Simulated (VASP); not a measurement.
# TiAl (P4/mmm) in VASP: notebook

The runs below take TiAl through single point, with r2SCAN.

Program: VASP 6.6.1. These are calculated values, not measurements. Logs are shortened: lines on timing, memory, paths and dates and some standing lists are left out, and cuts for length are marked.

## 1. The cell of the first run

It takes space group P4/mmm (No. 123, tetragonal). The conventional cell has a = 2.768 Å, b = 2.768 Å, c = 4.102 Å, α = 90.00°, β = 90.00°, γ = 90.00°. Ti (site symmetry 4/mmm) has 4 Ti at 2.77 Å and 8 Al at 2.84 Å within 3.6 Å. Al (site symmetry 4/mmm) has 4 Al at 2.77 Å and 8 Ti at 2.84 Å within 3.6 Å.

## 2. Single point, r2SCAN (biaxial strain in the a-b plane: -1.5 %)

The input, POSCAR:

```
TiAl
1.0
    2.7676947966      0.0000000000      0.0000000000
    0.0000000000      2.7676947966      0.0000000000
    0.0000000000      0.0000000000      4.1023592026
Ti Al
1 1
Direct
    0.5000000000      0.5000000000      0.5000000000
    0.0000000000      0.0000000000      0.0000000000
```

The input, INCAR.step1:

```
SYSTEM = TiAl
  PREC = Accurate
  ENCUT = 520
  ISMEAR = 0
  SIGMA = 0.1
  LREAL = .False.
  LASPH = .True.
  NELM = 100
  NBANDS = 14
  GGA = PE
  ALGO = Normal
  EDIFF = 1E-4
  LWAVE = .True.
  LCHARG = .False.
```

The input, INCAR.step2:

```
SYSTEM = TiAl
  PREC = Accurate
  ENCUT = 520
  EDIFF = 1E-6
  ISMEAR = 0
  SIGMA = 0.1
  LREAL = .False.
  LASPH = .True.
  NELM = 100
  ALGO = Normal
  ISIF = 2
  LWAVE = .False.
  LCHARG = .False.
  METAGGA = R2SCAN
  LMIXTAU = .True.
  NBANDS = 14
  ISTART = 1
```

The input, KPOINTS:

```
regular mesh
0
Gamma
  18 18 14
  0 0 0
```

Potentials or basis: VASP PAW PBE potentials, release 64 (Ti_sv, Al).

The run is started by

```
cat potpaw_PBE.64/Ti_sv/POTCAR potpaw_PBE.64/Al/POTCAR > POTCAR
cp INCAR.step1 INCAR
mpirun -np 1 vasp_std > vasp.out
cp INCAR.step2 INCAR
mpirun -np 1 vasp_std > vasp.out
```

OUTCAR:

```text
SYSTEM = TiAl
   PREC = Accurate
   ENCUT = 520
   EDIFF = 1E-6
   ISMEAR = 0
   LREAL = .False.
   LASPH = .True.
   NELM = 100
   ISIF = 2
   METAGGA = R2SCAN
   ISTART = 1

 ion  position               nearest neighbor table
   1  0.500  0.500  0.500-   2 2.84   2 2.84   2 2.84   2 2.84   2 2.84   2 2.84   2 2.84   2 2.84

   2  0.000  0.000  0.000-   1 2.84   1 2.84   1 2.84   1 2.84   1 2.84   1 2.84   1 2.84   1 2.84

  LATTYP: Found a simple tetragonal cell.
 ALAT       =     2.7676947966
 C/A-ratio  =     1.4822296185

  Lattice vectors:

 A1 = (   2.7676947966,   0.0000000000,   0.0000000000)
 A2 = (   0.0000000000,   2.7676947966,   0.0000000000)
 A3 = (   0.0000000000,   0.0000000000,   4.1023592026)

Analysis of symmetry for initial positions (statically):
=====================================================================
 Subroutine PRICEL returns:
 Original cell was already a primitive cell.

 Routine SETGRP: Setting up the symmetry group for a
 simple tetragonal supercell.

 Subroutine GETGRP returns: Found 16 space group operations
 (whereof 16 operations were pure point group operations)
 out of a pool of 16 trial point group operations.

The static configuration has the point symmetry D_4h.

Analysis of symmetry for dynamics (positions and initial velocities):
=====================================================================
 Subroutine PRICEL returns:
 Original cell was already a primitive cell.

 Routine SETGRP: Setting up the symmetry group for a
 simple tetragonal supercell.

 Subroutine GETGRP returns: Found 16 space group operations
 (whereof 16 operations were pure point group operations)
 out of a pool of 16 trial point group operations.

The dynamic configuration has the point symmetry D_4h.

 Subroutine INISYM returns: Found 16 space group operations
 (whereof 16 operations are pure point group operations),
 and found     1 'primitive' translations

----------------------------------------------------------------------------------------

                                     Primitive cell

  volume of cell :      31.4246

  direct lattice vectors                    reciprocal lattice vectors
     2.767694797  0.000000000  0.000000000     0.361311515  0.000000000  0.000000000
     0.000000000  2.767694797  0.000000000     0.000000000  0.361311515  0.000000000
     0.000000000  0.000000000  4.102359203     0.000000000  0.000000000  0.243762175

  length of vectors
     2.767694797  2.767694797  4.102359203     0.361311515  0.361311515  0.243762175

  position of ions in fractional coordinates (direct lattice)
     0.500000000  0.500000000  0.500000000
     0.000000000  0.000000000  0.000000000

  ion indices of the primitive-cell ions
[... 85 lines left out ...]
   PSTRESS=    0.0 pullay stress
   NELECT =      15.0000    total number of electrons
   NUPDOWN=      -1.0000    fix difference up-down
   EMIN   =  10.00;   EMAX   =-10.00  energy-range for DOS
   EFERMI =   0.00;   METHOD = LEGACY
   ISMEAR =     0;   SIGMA  =   0.10  broadening in eV -4-tet -1-fermi 0-gaus
   EFERMI_NEDOS =   21; number of points for ismear=-14 and -15
   IALGO  =     38    algorithm
   IMIX   =      4    mixing-type and parameters
     AMIX     =   0.40;   BMIX     =  1.00
     AMIX_MAG =   1.60;   BMIX_MAG =  1.00
  volume/ion in A,a.u.               =      15.71       106.03
  Fermi-wavevector in a.u.,A,eV,Ry     =   1.279426  2.417765 22.271802  1.636931
  Thomas-Fermi vector in A             =   2.411912
   LORBIT       =      0    0 simple, 1 ext, 2 COOP (PROOUT), +10 PAW based schemes
   METAGGA = R2SCAN    functional components
   LHFCALC =     F    Hartree Fock is set to
   AEXX    =    0.0000 exact exchange contribution
   IVDW    =     0    specifies the selected vdW correction
   LEPSILON=     F    determine dielectric tensor
   LRPA    =     F    only Hartree local field effects (RPA)
 non-spin polarized calculation
 Gauss-broadening in eV      SIGMA  =   0.10
  energy-cutoff  :      520.00
  volume of cell :       31.42
 maximum number of plane-waves:       864
 NGX is ok and might be reduce to    24
   NGX = 11   NGY = 11   NGZ = 15

 number of electron      15.0000006 magnetization

 Free energy of the ion-electron system (eV)
  ---------------------------------------------------
  ext. energy  EPLUGINS =         0.00000000
  ---------------------------------------------------
  free energy    TOTEN  =       -20.58440626 eV

  energy without entropy =      -20.57692420  energy(sigma->0) =      -20.58066523

 E-fermi :   8.6641     XC(G=0): -11.9937

 val. band max:        8.6596822158   @ k =   0.2778   0.1111   0.4286
 cond. band min:       8.6673063008   @ k =   0.2778   0.1111   0.3571
 fundamental gap:      0.0076240850
 Fermi energy:         8.6640839825

 k-point     1 :       0.0000    0.0000    0.0000
  band No.  band energies     occupation
      1     -50.2151      2.00000
      2     -25.5955      2.00000
      3     -25.0589      2.00000
      4     -25.0589      2.00000
      5      -1.0989      2.00000
      6       6.5615      2.00000
      7       7.6652      2.00000
      8       7.8879      2.00000
      9      11.1860      0.00000
     10      11.1860      0.00000
     11      12.5968      0.00000
     12      15.1378      0.00000
     13      18.1365      0.00000
     14      18.1365      0.00000
[... 377 lines left out ...]
      1     -50.1483      2.00000
      2     -25.5310      2.00000
      3     -25.5037      2.00000
      4     -25.0888      2.00000
      5       1.4417      2.00000
      6       6.8856      2.00000
      7       7.1169      2.00000
      8       8.2004      2.00000
      9      10.6961      0.00000
     10      10.8902      0.00000
     11      12.4597      0.00000
     12      13.5946      0.00000
     13      15.2218      0.00000
     14      18.1183      0.00000

 [... further k-points ...]
[... 5 lines left out ...]
  --------------------------------------------------------------------------------------
  -------------------------------------------------------------------------------------
  Total        0.7439908      0.7439908      0.2211225      0.0000000     -0.0000000      0.0000000
  in kB       37.9322009     37.9322009     11.2738791      0.0000000     -0.0000000      0.0000000
  external PRESSURE =      29.0460937 kB  Pullay stress =       0.0000000 kB

 VOLUME and BASIS-vectors are now :
 -----------------------------------------------------------------------------
  energy-cutoff  :      520.00
  volume of cell :       31.42
      direct lattice vectors                 reciprocal lattice vectors
     2.767694797  0.000000000  0.000000000     0.361311515  0.000000000  0.000000000
     0.000000000  2.767694797  0.000000000     0.000000000  0.361311515  0.000000000
     0.000000000  0.000000000  4.102359203     0.000000000  0.000000000  0.243762175

 POSITION                                       TOTAL-FORCE (eV/Angst)
 -----------------------------------------------------------------------------------
      1.38385      1.38385      2.05118         0.000000      0.000000      0.000000
      0.00000      0.00000      0.00000         0.000000      0.000000      0.000000
 -----------------------------------------------------------------------------------
    total drift:                                0.000000      0.000000     -0.000000

  FREE ENERGIE OF THE ION-ELECTRON SYSTEM (eV)
  ---------------------------------------------------
  free  energy   TOTEN  =       -20.5844062577 eV

  energy  without entropy=      -20.5769241971  energy(sigma->0) =      -20.58066523
```

OSZICAR.step1:

```text
N       E                     dE             d eps       ncg     rms          rms(c)
DAV:   1     0.111928709853E+03    0.11193E+03   -0.71915E+03 12366   0.108E+03
DAV:   2    -0.374551928428E+01   -0.11567E+03   -0.11113E+03 12860   0.311E+02
DAV:   3    -0.133318500585E+02   -0.95863E+01   -0.93378E+01 21658   0.761E+01
DAV:   4    -0.138905671866E+02   -0.55872E+00   -0.55712E+00 14302   0.148E+01
DAV:   5    -0.139083766209E+02   -0.17809E-01   -0.17805E-01 17618   0.260E+00    0.990E+00
DAV:   6    -0.125641047178E+02    0.13443E+01   -0.53886E+00 14536   0.300E+01    0.348E+00
DAV:   7    -0.123937193390E+02    0.17039E+00   -0.56693E-01 13530   0.935E+00    0.210E+00
DAV:   8    -0.123831030999E+02    0.10616E-01   -0.12780E-01 15206   0.402E+00    0.707E-01
DAV:   9    -0.123798326606E+02    0.32704E-02   -0.32003E-02 13666   0.259E+00    0.386E-01
DAV:  10    -0.123790690458E+02    0.76361E-03   -0.26516E-03 14642   0.667E-01    0.102E-01
DAV:  11    -0.123789815883E+02    0.87458E-04   -0.97448E-04 15522   0.347E-01
   1 F= -.12378982E+02 E0= -.12374658E+02  d E =-.864777E-02
```

Run time: 9.4 min. Hardware: 1 thread of AMD EPYC 7R13 (Zen 3), shared host; peak memory 0.29 GiB.

Results:

```
Free energy            : -20.5844 eV
Pressure               : 2.9 GPa
Band gap on the k mesh : zero (an odd number of electrons rules out a gap without spin polarisation)
```

Levels at points of the mesh, in eV from the Fermi level:
| k point | band 4 | band 5 | band 6 | band 7 | band 8 | band 9 | band 10 | band 11 | band 12 | band 13 |
| --- | --- | --- | --- | --- | --- | --- | --- | --- | --- | --- |
| (0.00, 0.00, 0.00) | -33.72 | -9.76 | -2.10 | -1.00 | -0.78 | 2.52 | 2.52 | 3.93 | 6.47 | 9.47 |
| (0.50, 0.00, 0.00) | -33.67 | -4.94 | -4.75 | -1.95 | -0.28 | 2.21 | 2.92 | 4.76 | 5.12 | 5.52 |
| (0.50, 0.50, 0.00) | -34.12 | -3.27 | -0.45 | -0.45 | -0.36 | -0.23 | -0.23 | 4.64 | 5.85 | 6.39 |
| (0.00, 0.00, 0.50) | -33.72 | -8.28 | -5.74 | -0.84 | 0.62 | 2.19 | 2.19 | 3.94 | 8.47 | 9.47 |
| (0.50, 0.00, 0.50) | -33.67 | -5.19 | -3.38 | -1.30 | -1.29 | 1.50 | 2.25 | 2.71 | 4.13 | 6.27 |
| (0.50, 0.50, 0.50) | -34.13 | -2.67 | -2.38 | -2.38 | 2.43 | 2.44 | 2.66 | 4.51 | 4.51 | 4.64 |

Caveat: the cell differs from its parent crystal (biaxial strain in the a-b plane: -1.5 %); the PAW data sets were made with another functional, which shifts forces and pressure a little.

## 3. Single point, r2SCAN (biaxial strain in the a-b plane: -1.5 %, then relaxed in part)

POSCAR, as its differences from that of step 2:

```diff
@@ -4,3 +4,3 @@
     0.0000000000      2.7676947966      0.0000000000
-    0.0000000000      0.0000000000      4.1023592026
+    0.0000000000      0.0000000000      4.1236484174
 Ti Al
```

The input, INCAR.step1:

```
PREC = Accurate
ENCUT = 520
ISMEAR = 0
SIGMA = 0.1
LREAL = False
LASPH = True
NELM = 100
NBANDS = 14
GGA = PE
ALGO = Normal
EDIFF = 1E-4
LWAVE = True
LCHARG = False
```

The input, INCAR.step2:

```
PREC = Accurate
ENCUT = 520
EDIFF = 1E-6
ISMEAR = 0
SIGMA = 0.1
LREAL = False
LASPH = True
NELM = 100
ALGO = Normal
ISIF = 2
LWAVE = False
LCHARG = False
METAGGA = R2SCAN
LMIXTAU = True
NBANDS = 14
ISTART = 1
```

The input, KPOINTS:

```
regular mesh
0
Gamma
  18 18 14
```

Potentials or basis: VASP PAW PBE potentials, release 64 (Ti_sv, Al).

The run is started by

```
cat potpaw_PBE.64/Ti_sv/POTCAR potpaw_PBE.64/Al/POTCAR > POTCAR
cp INCAR.step1 INCAR
mpirun -np 1 vasp_std > vasp.out
cp INCAR.step2 INCAR
mpirun -np 1 vasp_std > vasp.out
```

It took 9.6 min on 1 thread of AMD EPYC 7R13 (Zen 3), shared host; peak memory 0.28 GiB.

It converged, with:

```
Free energy            : -20.5851 eV
Pressure               : 2.2 GPa
Band gap on the k mesh : zero (an odd number of electrons rules out a gap without spin polarisation)
```

Stress tensor (GPa, compression positive):
```
3.29 0.00 0.00
0.00 3.29 0.00
0.00 0.00 0.11
```

Levels at points of the mesh, in eV from the Fermi level:
| k point | band 6 | band 7 | band 8 | band 9 | band 10 | band 11 |
| --- | --- | --- | --- | --- | --- | --- |
| (0.00, 0.00, 0.00) | -2.11 | -0.99 | -0.84 | 2.52 | 2.52 | 3.93 |
| (0.50, 0.00, 0.00) | -4.73 | -1.95 | -0.28 | 2.21 | 2.92 | 4.73 |
| (0.50, 0.50, 0.00) | -0.43 | -0.43 | -0.34 | -0.23 | -0.23 | 4.63 |
| (0.00, 0.00, 0.50) | -5.73 | -0.84 | 0.58 | 2.20 | 2.20 | 3.94 |
| (0.50, 0.00, 0.50) | -3.38 | -1.30 | -1.29 | 1.47 | 2.25 | 2.72 |
| (0.50, 0.50, 0.50) | -2.35 | -2.35 | 2.42 | 2.42 | 2.66 | 4.50 |

Caveat: the cell differs from its parent crystal (biaxial strain in the a-b plane: -1.5 %, then relaxed in part); the PAW data sets were made with another functional, which shifts forces and pressure a little.

## 4. Single point, r2SCAN

This run uses another cell than the first one, of 16.05 Å³/atom.

The input, POSCAR:

```
TiAl
1.0
    2.8098424331      0.0000000000      0.0000000000
    0.0000000000      2.8098424331      0.0000000000
    0.0000000000      0.0000000000      4.0657672969
Ti Al
1 1
Direct
    0.5000000000      0.5000000000      0.5000000000
    0.0000000000      0.0000000000      0.0000000000
```

The input, INCAR.step1:

```
SYSTEM = TiAl
PREC = Accurate ; ENCUT = 520
ISMEAR = 0 ; SIGMA = 0.1
LREAL = .FALSE. ; LASPH = .TRUE.
NELM = 60 ; NBANDS = 14
GGA = PE ; ALGO = Normal
EDIFF = 1E-4 ; LWAVE = .TRUE.
LCHARG = .FALSE.
```

The input, INCAR.step2:

```
SYSTEM = TiAl
PREC = Accurate ; ENCUT = 520
EDIFF = 1E-6 ; ISMEAR = 0
SIGMA = 0.1 ; LREAL = .FALSE.
LASPH = .TRUE. ; NELM = 60
ALGO = Normal ; ISIF = 2
LWAVE = .FALSE. ; LCHARG = .FALSE.
METAGGA = R2SCAN ; LMIXTAU = .TRUE.
NBANDS = 14 ; ISTART = 1
```

The input, KPOINTS:

```
Automatic mesh
0
G
  18 18 14
  0 0 0
```

The run is started by

```
cat potpaw_PBE.64/Ti_sv/POTCAR potpaw_PBE.64/Al/POTCAR > POTCAR
cp INCAR.step1 INCAR
mpirun -np 1 vasp_std > vasp.out
cp INCAR.step2 INCAR
mpirun -np 1 vasp_std > vasp.out
```

Run time: 10 min. Hardware: 1 thread of AMD EPYC 7R13 (Zen 3), shared host; peak memory 0.29 GiB.

It converged, with:

* Free energy: -20.5954 eV
* Pressure: 0.2 GPa
* Band gap on the k mesh: zero (an odd number of electrons rules out a gap without spin polarisation)

Levels at points of the mesh, in eV from the Fermi level:
```
           k point  band 4  band 5  band 6  band 7  band 8  band 9  band 10  band 11  band 12  band 13
(0.00, 0.00, 0.00)  -33.82   -9.65   -2.00   -0.97   -0.54    2.40     2.40     3.75     6.58     9.01
(0.50, 0.00, 0.00)  -33.78   -4.90   -4.83   -1.81   -0.26    2.09     2.78     4.59     5.26     5.55
(0.50, 0.50, 0.00)  -34.20   -3.28   -0.57   -0.57   -0.42   -0.19    -0.19     4.41     5.65     6.34
(0.00, 0.00, 0.50)  -33.82   -8.11   -5.67   -0.79    0.77    2.03     2.03     3.76     8.29     9.71
(0.50, 0.00, 0.50)  -33.78   -5.16   -3.29   -1.37   -1.31    1.57     2.14     2.54     4.16     6.00
(0.50, 0.50, 0.50)  -34.21   -2.61   -2.41   -2.41    2.19    2.39     2.66     4.30     4.30     4.41
```

Caveat: the PAW data sets were made with another functional, which shifts forces and pressure a little.

## 5. The runs side by side

| cell | gap on the mesh (eV) | pressure (GPa) |
| --- | --- | --- |
| a = 2.768, b = 2.768, c = 4.102 Å, 2 atoms | none | 2.9 |
| a = 2.768, b = 2.768, c = 4.124 Å, 2 atoms | none | 2.2 |
| a = 2.810, b = 2.810, c = 4.066 Å, 2 atoms | none | 0.2 |

Alike in all rows: task single point; level r2SCAN; potentials or basis VASP PAW PBE potentials, release 64 (Ti_sv, Al); no spin polarisation; k mesh 18 × 18 × 14; cutoff (eV) 520; smearing gaussian 0.1 eV.

Caveats: the PAW data sets were made with another functional, which shifts forces and pressure a little.

Absolute energies hang on the potentials; compare differences alone.
